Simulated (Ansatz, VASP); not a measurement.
One calculation of Ta3N, two programs

The input INCAR:

```
SYSTEM = Ta3N
PREC = Accurate
ENCUT = 700
EDIFF = 1E-6
ISMEAR = -1
SIGMA = 0.05
LREAL = .FALSE.
LASPH = .TRUE.
NELM = 120
ALGO = Normal
ISIF = 2
LWAVE = .FALSE.
LCHARG = .FALSE.
NBANDS = 30
GGA_COMPAT = .FALSE.
```

KPOINTS

```
Automatic mesh
0
G
  10 10 4
  0 0 0
```

The input POSCAR:

```
Ta3N
1.0
    3.0118728781      0.0000000000      0.0000000000
   -1.5059364391      2.6083584255      0.0000000000
    0.0000000000      0.0000000000      7.4736379147
Ta N
3 1
Direct
    0.6666666667      0.3333333333      0.8260700000
    0.3333333333      0.6666666667      0.1739300000
    0.0000000000      0.0000000000      0.5000000000
    0.0000000000      0.0000000000      0.0000000000
```

input.yaml

```yaml
crystal:
  lattice:
    - [3.0118728781, 0.0, 0.0]
    - [-1.5059364391, 2.6083584255, 0.0]
    - [0.0, 0.0, 7.4736379147]
  atoms:
    - { symbol: Ta, position: [0.6666666667, 0.3333333333, 0.82607] }
    - { symbol: Ta, position: [0.3333333333, 0.6666666667, 0.17393] }
    - { symbol: Ta, position: [0.0, 0.0, 0.5] }
    - { symbol: "N", position: [0.0, 0.0, 0.0] }
hamiltonian:
  xc: lda
  pseudopotentials: { kind: paw }
kpoints:
  mp_grid: { grid: [10, 10, 4] }
scf:
  occupations: { method: fermi_dirac, width: 0.05 }
output:
  forces: true
  stress: true
  eigenvalues: true
  write_density: true
  write_potential: true
  elf: true
  volumetric_format: npy
```

Alike in both runs: task single point; functional LDA; k mesh 10 × 10 × 4; occupations fermi-dirac, width 0.05 eV; no spin polarisation.

```csv
,VASP,Ansatz
version,VASP 6.6.1,Ansatz 0.2.0
potentials or method,"VASP PAW LDA potentials, release 64 (Ta_sv_GW, N)",Ansatz PAW
plane-wave cutoff (eV),700,420
valence electrons in the cell,44,44
```

VASP gave:

- gap on the k mesh at the Fermi level (eV): none
- pressure (GPa): -8.1
- traceless stress, the component that is largest in VASP (GPa): 0.61
- rms of the force components (eV/Å): 0.148

Task: Estimate Ansatz's values.

Result: gap on the k mesh at the Fermi level (eV): none; pressure (GPa): -8.6; traceless stress, the component that is largest in VASP (GPa): 0.58; rms of the force components (eV/Å): 0.166.

LDA's correlation is that of Perdew and Zunger in VASP and of Perdew and Wang (1992) in Ansatz. Atom by atom the forces differ by 0.017 eV/Å (rms over components). A gap of «none» marks a metal or a gap that the smearing closes.

Neither program's run includes spin-orbit coupling.
